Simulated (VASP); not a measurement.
# Al (P6_3/mmc) in VASP: a series of runs

Runs on Al. Level: PBE+D3(BJ). Tasks: single point.

Everything below comes from runs of VASP 6.6.1. Logs are shortened: lines on timing, memory, paths and dates and some standing lists are left out, and cuts for length are marked.

## 1. The cell of the first run

Symmetry: P6_3/mmc, No. 194, hexagonal system. The conventional cell has a = 2.804 Å, b = 2.804 Å, c = 4.676 Å, α = 90.00°, β = 90.00°, γ = 120.00°. Within 3.7 Å of Al (site symmetry -6m2) lie 12 Al at 2.80 to 2.84 Å.

## 2. Single point, PBE+D3(BJ)

File INCAR:

```
ALGO = Normal
EDIFF = 1E-6
ENCUT = 520
GGA = PE
ISIF = 2
ISMEAR = 0
IVDW = 12
LASPH = T
LCHARG = F
LREAL = F
LWAVE = F
NBANDS = 10
NELM = 60
PREC = Accurate
SIGMA = 0.1
```

File KPOINTS:

```
k-points
0
Gamma
  24 24 12
```

File POSCAR:

```
Al
1.0
    2.8038236456      0.0000000000      0.0000000000
   -1.4019118228      2.4281825048      0.0000000000
    0.0000000000      0.0000000000      4.6763983987
Al
2
Direct
    0.6666666667      0.3333333333      0.7500000000
    0.3333333333      0.6666666667      0.2500000000
```

Potentials or basis: VASP PAW PBE potentials, release 64 (Al).

Command:

```bash
$ cat potpaw_PBE.64/Al/POTCAR > POTCAR
$ mpirun -np 1 vasp_std > vasp.out
```

OUTCAR:

```text
EDIFF = 1E-6
   ENCUT = 520
   GGA = PE
   ISIF = 2
   ISMEAR = 0
   IVDW = 12
   LASPH = T
   LREAL = F
   NELM = 60
   PREC = Accurate
 IVDW          = 12

 ion  position               nearest neighbor table
   1  0.667  0.333  0.750-   2 2.84   2 2.84   2 2.84   2 2.84   2 2.84   2 2.84
   2  0.333  0.667  0.250-   1 2.84   1 2.84   1 2.84   1 2.84   1 2.84   1 2.84

  LATTYP: Found a hexagonal cell.
 ALAT       =     2.8038236456
 C/A-ratio  =     1.6678646697

  Lattice vectors:

 A1 = (   2.8038236456,   0.0000000000,   0.0000000000)
 A2 = (  -1.4019118228,   2.4281825048,   0.0000000000)
 A3 = (   0.0000000000,   0.0000000000,   4.6763983987)

Analysis of symmetry for initial positions (statically):
=====================================================================
 Subroutine PRICEL returns:
 Original cell was already a primitive cell.

 Routine SETGRP: Setting up the symmetry group for a
 hexagonal supercell.

 Subroutine GETGRP returns: Found 24 space group operations
 (whereof 12 operations were pure point group operations)
 out of a pool of 24 trial point group operations.

The static configuration has the point symmetry D_3d.
 The point group associated with its full space group is D_6h.

Analysis of symmetry for dynamics (positions and initial velocities):
=====================================================================
 Subroutine PRICEL returns:
 Original cell was already a primitive cell.

 Routine SETGRP: Setting up the symmetry group for a
 hexagonal supercell.

 Subroutine GETGRP returns: Found 24 space group operations
 (whereof 12 operations were pure point group operations)
 out of a pool of 24 trial point group operations.

The dynamic configuration has the point symmetry D_3d.
 The point group associated with its full space group is D_6h.

 Subroutine INISYM returns: Found 24 space group operations
 (whereof 12 operations are pure point group operations),
 and found     1 'primitive' translations

----------------------------------------------------------------------------------------

                                     Primitive cell

  volume of cell :      31.8378

  direct lattice vectors                    reciprocal lattice vectors
     2.803823646  0.000000000  0.000000000     0.356655812  0.205915329  0.000000000
    -1.401911823  2.428182505  0.000000000     0.000000000  0.411830659  0.000000000
     0.000000000  0.000000000  4.676398399     0.000000000  0.000000000  0.213839779

  length of vectors
[... 91 lines left out ...]
   TEBEG  =    0.0;   TEEND  =   0.0 temperature during run
   PSTRESS=    0.0 pullay stress
   NELECT =       6.0000    total number of electrons
   NUPDOWN=      -1.0000    fix difference up-down
   EMIN   =  10.00;   EMAX   =-10.00  energy-range for DOS
   EFERMI =   0.00;   METHOD = LEGACY
   ISMEAR =     0;   SIGMA  =   0.10  broadening in eV -4-tet -1-fermi 0-gaus
   EFERMI_NEDOS =   21; number of points for ismear=-14 and -15
   IALGO  =     38    algorithm
   IMIX   =      4    mixing-type and parameters
     AMIX     =   0.40;   BMIX     =  1.00
     AMIX_MAG =   1.60;   BMIX_MAG =  1.00
  volume/ion in A,a.u.               =      15.92       107.43
  Fermi-wavevector in a.u.,A,eV,Ry     =   0.938593  1.773684 11.986150  0.880957
  Thomas-Fermi vector in A             =   2.065821
   LORBIT       =      0    0 simple, 1 ext, 2 COOP (PROOUT), +10 PAW based schemes
   GGA     = PE    functional components
   LHFCALC =     F    Hartree Fock is set to
   AEXX    =    0.0000 exact exchange contribution
   IVDW    =    12    specifies the selected vdW correction
   LEPSILON=     F    determine dielectric tensor
   LRPA    =     F    only Hartree local field effects (RPA)
 non-spin polarized calculation
 Gauss-broadening in eV      SIGMA  =   0.10
  energy-cutoff  :      520.00
  volume of cell :       31.84
 maximum number of plane-waves:       881
 NGX is ok and might be reduce to    24
   NGX = 11   NGY = 11   NGZ = 17

 number of electron       6.0000000 magnetization

 Free energy of the ion-electron system (eV)
  ---------------------------------------------------
  ext. energy  EPLUGINS =         0.00000000
  ---------------------------------------------------
  free energy    TOTEN  =        -7.41634253 eV

  energy without entropy =       -7.41340611  energy(sigma->0) =       -7.41487432

 E-fermi :   8.3657     XC(G=0): -10.3284

 val. band max:        8.3517368691   @ k =   0.4167   0.0417   0.2500
 cond. band min:       8.3710661284   @ k =   0.4583   0.0000   0.0000
 fundamental gap:      0.0193292592
 Fermi energy:         8.3656852553

 k-point     1 :       0.0000    0.0000    0.0000
  band No.  band energies     occupation
      1      -3.0080      2.00000
      2       3.5312      2.00000
      3       3.6851      2.00000
      4      19.6041      0.00000
      5      19.6041      0.00000
      6      19.8377      0.00000
      7      19.8377      0.00000
      8      20.3780      0.00000
      9      22.4744      0.00000
     10      23.0469      0.00000
[... 287 lines left out ...]
 k-point    24 :       0.4583    0.0417    0.0000
  band No.  band energies     occupation
      1       2.6568      2.00000
      2       3.6522      2.00000
      3       8.7906      0.00000
      4       9.1910      0.00000
      5      10.0701      0.00000
      6      10.3207      0.00000
      7      13.7171      0.00000
      8      16.9231      0.00000
      9      19.5235      0.00000
     10      19.5599      0.00000

 [... further k-points ...]

------------------------ aborting loop because EDIFF is reached ----------------------------------------

 Edisp (eV)   -0.69813

 E8    (eV) :    -0.3123

  FORCE on cell =-STRESS in cart. coord.  units (eV):
  Direction    XX          YY          ZZ          XY          YZ          ZX
  --------------------------------------------------------------------------------------
  -------------------------------------------------------------------------------------
  Total       0.05728     0.05728    -0.11777     0.00000     0.00000     0.00000
  in kB       2.88244     2.88244    -5.92673     0.00000     0.00000     0.00000
  external pressure =       -0.05 kB  Pullay stress =        0.00 kB

 VOLUME and BASIS-vectors are now :
 -----------------------------------------------------------------------------
  energy-cutoff  :      520.00
  volume of cell :       31.84
      direct lattice vectors                 reciprocal lattice vectors
     2.803823646  0.000000000  0.000000000     0.356655812  0.205915329  0.000000000
    -1.401911823  2.428182505  0.000000000     0.000000000  0.411830659  0.000000000
     0.000000000  0.000000000  4.676398399     0.000000000  0.000000000  0.213839779

 POSITION                                       TOTAL-FORCE (eV/Angst)
 -----------------------------------------------------------------------------------
      1.40191      0.80939      3.50730         0.000000      0.000000      0.000000
     -0.00000      1.61879      1.16910        -0.000000      0.000000      0.000000
 -----------------------------------------------------------------------------------
    total drift:                               -0.000000      0.000000     -0.000000

  FREE ENERGIE OF THE ION-ELECTRON SYSTEM (eV)
  ---------------------------------------------------
  free  energy   TOTEN  =        -8.1144675510 eV

  energy  without entropy=       -8.1115311226  energy(sigma->0) =       -8.11299934
```

Wall time 86 s (1 thread of AMD EPYC 7R43 (Zen 3), shared host); peak memory 0.21 GiB.

Results:

- Free energy: -8.1145 eV
- Pressure: 0.0 GPa
- Band gap on the k mesh: zero (band 3 reaches 12.42 eV, above the bottom of band 4 at 5.16 eV)
- Dispersion energy per atom: -0.349 eV

Stress tensor (GPa, compression positive):
```
 0.29  0.00  0.00
 0.00  0.29  0.00
 0.00  0.00 -0.59
```

Caveat: pairwise dispersion overbinds metals, which lowers pressure and volume.

## 3. Single point, PBE+D3(BJ) (biaxial strain in the a-b plane: +1.0 %, then relaxed in part)

File INCAR:

```
  PREC = Accurate
  ENCUT = 520
  EDIFF = 1E-7
  ISMEAR = 0
  SIGMA = 0.1
  LREAL = F
  LASPH = T
  NELM = 80
  ALGO = Fast
  ISIF = 2
  LWAVE = F
  LCHARG = T
  GGA = PE
  IVDW = 12
  LELF = T
  LVHAR = T
  NBANDS = 10
```

File KPOINTS:

```
regular mesh
0
Gamma
  24 24 12
```

File POSCAR:

```
Al
1.0
    2.8318618820      0.0000000000      0.0000000000
   -1.4159309410      2.4524643299      0.0000000000
    0.0000000000      0.0000000000      4.6367740223
Al
2
Direct
    0.6666666667      0.3333333333      0.7500000000
    0.3333333333      0.6666666667      0.2500000000
```

Potentials or basis: VASP PAW PBE potentials, release 64 (Al).

Command:

```bash
$ cat potpaw_PBE.64/Al/POTCAR > POTCAR
$ mpirun -np 1 vasp_std > vasp.out
```

Wall time 2.1 min (1 thread of AMD EPYC 7R43 (Zen 3), shared host); peak memory 0.2 GiB.

Results (log left out):

```yaml
Free_energy: -8.1126 eV
Pressure: -1.0 GPa
Band_gap_on_the_k_mesh: zero (band 3 reaches 12.50 eV, above the bottom of band 4 at 5.02 eV)
Dispersion_energy_per_atom: -0.345 eV
```

Stress tensor (GPa, compression positive):
```
-1.43  0.00  0.00
 0.00 -1.43  0.00
 0.00  0.00 -0.02
```

Levels at points of the mesh, in eV from the Fermi level:
```
           k point  band 1  band 2  band 3  band 4  band 5  band 6  band 7
(0.00, 0.00, 0.00)  -11.31   -4.71   -4.45   10.81   10.81   11.15   11.15
(0.50, 0.00, 0.00)   -5.38   -5.22    0.60    1.15    1.47    1.80    5.74
(0.00, 0.00, 0.50)   -9.60   -9.60    3.44    3.44   12.01   12.01   12.01
(0.50, 0.00, 0.50)   -4.00   -4.00   -3.24   -3.24    7.20    7.20    7.64
```

Caveat: the cell differs from its parent crystal (biaxial strain in the a-b plane: +1.0 %, then relaxed in part); pairwise dispersion overbinds metals, which lowers pressure and volume.

## 4. Single point, PBE+D3(BJ) (biaxial strain in the a-b plane: +1.0 %)

File INCAR:

```
PREC = Accurate
ENCUT = 520
EDIFF = 1E-6
ISMEAR = 0
SIGMA = 0.1
LREAL = F
LASPH = T
NELM = 100
ALGO = Normal
ISIF = 2
LWAVE = F
LCHARG = F
GGA = PE
IVDW = 12
NBANDS = 10
```

File KPOINTS:

```
Automatic mesh
0
Gamma
  24 24 12
```

POSCAR, as its differences from that of step 3:

```diff
@@ -4,3 +4,3 @@
    -1.4159309410      2.4524643299      0.0000000000
-    0.0000000000      0.0000000000      4.6367740223
+    0.0000000000      0.0000000000      4.6483400083
 Al
```

Command:

```bash
$ cat potpaw_PBE.64/Al/POTCAR > POTCAR
$ mpirun -np 1 vasp_std > vasp.out
```

It took 93 s on 1 thread of AMD EPYC 7R43 (Zen 3), shared host; peak memory 0.21 GiB.

Results (log left out):

```yaml
Free_energy: -8.1125 eV
Pressure: -1.2 GPa
Band_gap_on_the_k_mesh: zero (band 3 reaches 12.43 eV, above the bottom of band 4 at 5.00 eV)
Dispersion_energy_per_atom: -0.344 eV
```

Stress tensor (GPa, compression positive):
```
-1.53  0.00  0.00
 0.00 -1.53  0.00
 0.00  0.00 -0.41
```

Levels at points of the mesh, in eV from the Fermi level:
| k point | band 1 | band 2 | band 3 | band 4 | band 5 | band 6 | band 7 |
| --- | --- | --- | --- | --- | --- | --- | --- |
| (0.00, 0.00, 0.00) | -11.29 | -4.71 | -4.48 | 10.84 | 10.84 | 11.17 | 11.17 |
| (0.50, 0.00, 0.00) | -5.36 | -5.20 | 0.60 | 1.13 | 1.47 | 1.78 | 5.76 |
| (0.00, 0.00, 0.50) | -9.59 | -9.59 | 3.39 | 3.39 | 12.03 | 12.03 | 12.03 |
| (0.50, 0.00, 0.50) | -3.99 | -3.99 | -3.23 | -3.23 | 7.22 | 7.22 | 7.63 |

Caveat: the cell differs from its parent crystal (biaxial strain in the a-b plane: +1.0 %); pairwise dispersion overbinds metals, which lowers pressure and volume.

## 5. Single point, PBE+D3(BJ) (biaxial strain in the a-b plane: +2.0 %, then relaxed in part)

File INCAR:

```
SYSTEM = Al
  PREC = Accurate
  ENCUT = 520
  EDIFF = 1E-6
  ISMEAR = 0
  SIGMA = 0.1
  LREAL = .FALSE.
  LASPH = .TRUE.
  NELM = 80
  ALGO = Normal
  ISIF = 2
  LWAVE = .FALSE.
  LCHARG = .TRUE.
  GGA = PE
  IVDW = 12
  LELF = .TRUE.
  LVHAR = .TRUE.
  NBANDS = 10
```

File KPOINTS:

```
regular mesh
0
G
  24 24 12
  0 0 0
```

File POSCAR:

```
Al
1.0
    2.8599001185      0.0000000000      0.0000000000
   -1.4299500592      2.4767461549      0.0000000000
    0.0000000000      0.0000000000      4.5974555479
Al
2
Direct
    0.6666666667      0.3333333333      0.7500000000
    0.3333333333      0.6666666667      0.2500000000
```

Command:

```bash
$ cat potpaw_PBE.64/Al/POTCAR > POTCAR
$ mpirun -np 1 vasp_std > vasp.out
```

Run time: 72 s. Hardware: 1 thread of AMD EPYC 7R43 (Zen 3), shared host; peak memory 0.21 GiB.

The run converged. Its results:

| Quantity | Value |
| --- | --- |
| Free energy | -8.1042 eV |
| Pressure | -1.8 GPa |
| Band gap on the k mesh | zero (band 3 reaches 12.62 eV, above the bottom of band 4 at 4.88 eV) |
| Dispersion energy per atom | -0.341 eV |

Stress tensor (GPa, compression positive):
```
-2.70  0.00  0.00
 0.00 -2.70  0.00
 0.00  0.00 -0.03
```

Levels at points of the mesh, in eV from the Fermi level:
| k point | band 1 | band 2 | band 3 | band 4 | band 5 | band 6 | band 7 | band 8 |
| --- | --- | --- | --- | --- | --- | --- | --- | --- |
| (0.00, 0.00, 0.00) | -11.22 | -4.55 | -4.20 | 10.42 | 10.42 | 10.86 | 10.86 | 12.34 |
| (0.50, 0.00, 0.00) | -5.43 | -5.22 | 0.62 | 1.31 | 1.52 | 1.91 | 5.47 | 7.26 |
| (0.00, 0.00, 0.50) | -9.48 | -9.48 | 3.77 | 3.77 | 11.71 | 11.71 | 11.71 | 11.71 |
| (0.50, 0.00, 0.50) | -3.98 | -3.98 | -3.26 | -3.26 | 6.96 | 6.96 | 7.63 | 7.63 |

Caveat: the cell differs from its parent crystal (biaxial strain in the a-b plane: +2.0 %, then relaxed in part); pairwise dispersion overbinds metals, which lowers pressure and volume.

## 6. The runs side by side

| cell | gap on the mesh (eV) | pressure (GPa) |
| --- | --- | --- |
| a = 2.804, b = 2.804, c = 4.676 Å, angles 90.0, 90.0, 120.0°, 2 atoms | none | 0.0 |
| a = 2.832, b = 2.832, c = 4.637 Å, angles 90.0, 90.0, 120.0°, 2 atoms | none | -1.0 |
| a = 2.832, b = 2.832, c = 4.648 Å, angles 90.0, 90.0, 120.0°, 2 atoms | none | -1.2 |
| a = 2.860, b = 2.860, c = 4.597 Å, angles 90.0, 90.0, 120.0°, 2 atoms | none | -1.8 |

Alike in all rows: task single point; level PBE+D3(BJ); potentials or basis VASP PAW PBE potentials, release 64 (Al); no spin polarisation; k mesh 24 × 24 × 12; cutoff (eV) 520; smearing gaussian 0.1 eV.

Caveats: pairwise dispersion overbinds metals, which lowers pressure and volume.

Absolute energies hang on the potentials; compare differences alone.
